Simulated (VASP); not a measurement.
Crystal: Ge2Sb2Te.

```
Ge Sb Te
1.0
     4.58810    0.00000    0.00000
    -2.29405    3.97341    0.00000
     0.00000    0.00000    8.08820
Ge Sb Te
2 2 1
Direct
  0.33333 0.66667 0.50000
  0.66667 0.33333 0.50000
  0.33333 0.66667 0.00000
  0.66667 0.33333 0.00000
  0.00000 0.00000 0.50000
```

The cell was generated, and may not be a known phase.

| Property | Result |
| --- | --- |
| Program | VASP 6.6.1 |
| Task | relaxation of cell and atoms |
| Functional | PBE |
| Potentials or basis | VASP PAW PBE potentials, release 64 (Ge_d, Sb, Te) |
| Cutoff | 600 eV |
| k mesh | 6 × 6 × 2 |
| Occupations | gaussian, width 0.1 eV |
| Spin | no spin polarisation |

At the start: pressure 17.1 GPa; volume 29.49 Å³/atom.

Problem. How do energy, volume and symmetry change on relaxing?

Solution. Over 13 steps the energy falls by 731.2 meV/atom and the volume is 28.20 Å³/atom (-4.4 %); space group P6/mmm (No. 191, to 0.1 Å) before and after.

The path:
```tsv
step	energy change (eV)	largest force (eV/Å)	pressure (GPa)	volume (Å³)
1	0.0000	0.0000	17.10	147.45
2	-1.2780	0.0000	-6.78	221.03
3	-2.4868	0.0000	-2.03	183.29
4	-2.4887	0.0000	-1.82	182.42
5	-2.4890	0.0000	-1.64	181.69
6	-2.7352	0.0000	-1.90	174.26
7	-3.1759	0.0000	-2.07	161.73
8	-3.5925	0.0000	1.32	136.13
9	-3.6454	0.0000	-0.62	144.50
10	-3.6554	0.0000	-0.23	142.11
11	-3.6544	0.0000	-0.07	141.30
12	-3.6553	0.0000	0.26	140.85
13	-3.6558	0.0000	0.15	141.02
```

Final structure:
```cif
data_structure
_symmetry_space_group_name_H-M 'P 1'
_symmetry_Int_Tables_number 1
_cell_length_a 5.1675
_cell_length_b 5.1675
_cell_length_c 6.0979
_cell_angle_alpha 90.000
_cell_angle_beta 90.000
_cell_angle_gamma 120.000
_cell_volume 141.02
loop_
_atom_site_label
_atom_site_type_symbol
_atom_site_fract_x
_atom_site_fract_y
_atom_site_fract_z
_atom_site_occupancy
Ge1 Ge 0.33333 0.66667 0.50000 1
Ge2 Ge 0.66667 0.33333 0.50000 1
Sb1 Sb 0.33333 0.66667 0.00000 1
Sb2 Sb 0.66667 0.33333 0.00000 1
Te1 Te 0.00000 0.00000 0.50000 1
```

Caveat: the k points lie up to 0.52 Å⁻¹ apart in the final cell, too coarse for converged energies and pressures of a metal; a cell axis changed by over 15 % at a fixed basis, so the end point is rough.
